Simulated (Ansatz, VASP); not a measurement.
# GaN: VASP beside Ansatz

INCAR

```
SYSTEM = GaN
PREC = Accurate ; ENCUT = 520
EDIFF = 1E-7 ; ISMEAR = 0
SIGMA = 0.05 ; LREAL = Auto
LASPH = .True. ; NELM = 100
ALGO = Normal ; ISIF = 2
LWAVE = .False. ; LCHARG = .False.
GGA = PE ; NBANDS = 86
```

File KPOINTS:

```
Automatic mesh
0
Gamma
  4 4 4
  0 0 0
```

File POSCAR:

```
GaN
1.0
   -4.5484769878     -4.5484769878      0.0000000000
    0.0000000000     -4.5484769878      4.5484769878
   -4.5484769878      0.0000000000      4.5484769878
Ga N
8 8
Direct
    0.5000000000      0.5000000000      0.0000000000
    0.0000000000      0.5000000000      0.0000000000
    0.5000000000      0.0000000000      0.0000000000
    0.0000000000      0.0000000000      0.0000000000
    0.5000000000      0.5000000000      0.5000000000
    0.0000000000      0.5000000000      0.5000000000
    0.5000000000      0.0000000000      0.5000000000
    0.0000000000      0.0000000000      0.5000000000
    0.3750000000      0.3750000000      0.3750000000
    0.8750000000      0.3750000000      0.3750000000
    0.3750000000      0.8750000000      0.3750000000
    0.8750000000      0.8750000000      0.3750000000
    0.3750000000      0.3750000000      0.8750000000
    0.8750000000      0.3750000000      0.8750000000
    0.3750000000      0.8750000000      0.8750000000
    0.8750000000      0.8750000000      0.8750000000
```

Input for Ansatz:

```yaml
crystal:
  lattice:
    - [-4.5484769878, -4.5484769878, 0.0]
    - [0.0, -4.5484769878, 4.5484769878]
    - [-4.5484769878, 0.0, 4.5484769878]
  atoms:
    - { symbol: Ga, position: [0.5, 0.5, 0.0] }
    - { symbol: Ga, position: [0.0, 0.5, 0.0] }
    - { symbol: Ga, position: [0.5, 0.0, 0.0] }
    - { symbol: Ga, position: [0.0, 0.0, 0.0] }
    - { symbol: Ga, position: [0.5, 0.5, 0.5] }
    - { symbol: Ga, position: [0.0, 0.5, 0.5] }
    - { symbol: Ga, position: [0.5, 0.0, 0.5] }
    - { symbol: Ga, position: [0.0, 0.0, 0.5] }
    - { symbol: "N", position: [0.375, 0.375, 0.375] }
    - { symbol: "N", position: [0.875, 0.375, 0.375] }
    - { symbol: "N", position: [0.375, 0.875, 0.375] }
    - { symbol: "N", position: [0.875, 0.875, 0.375] }
    - { symbol: "N", position: [0.375, 0.375, 0.875] }
    - { symbol: "N", position: [0.875, 0.375, 0.875] }
    - { symbol: "N", position: [0.375, 0.875, 0.875] }
    - { symbol: "N", position: [0.875, 0.875, 0.875] }
basis:
  ecutwfc: 420
kpoints:
  mp_grid: { grid: [4, 4, 4] }
hamiltonian:
  xc: pbe
scf:
  occupations: { method: gaussian, width: 0.05 }
output:
  forces: true
  stress: true
  eigenvalues: true
```

Alike in both runs: task single point; functional PBE; k mesh 4 × 4 × 4; occupations gaussian, width 0.05 eV; no spin polarisation.

```csv
,VASP,Ansatz
version,VASP 6.6.1,Ansatz 0.2.0
potentials or method,"VASP PAW PBE potentials, release 64 (Ga_d, N), cutoff 520 eV","scalar-relativistic, plane waves, PAW"
valence electrons in the cell,144,144
```

```csv
,VASP,Ansatz,Ansatz less VASP
gap on the k mesh at the Fermi level (eV),1.55,1.54,-0.006
least direct gap on the mesh (eV),1.55,1.54,-0.006
pressure (GPa),0.1,0.0,-0.08
```

With one functional, cell and mesh, what is left measures potentials, basis and numerics.
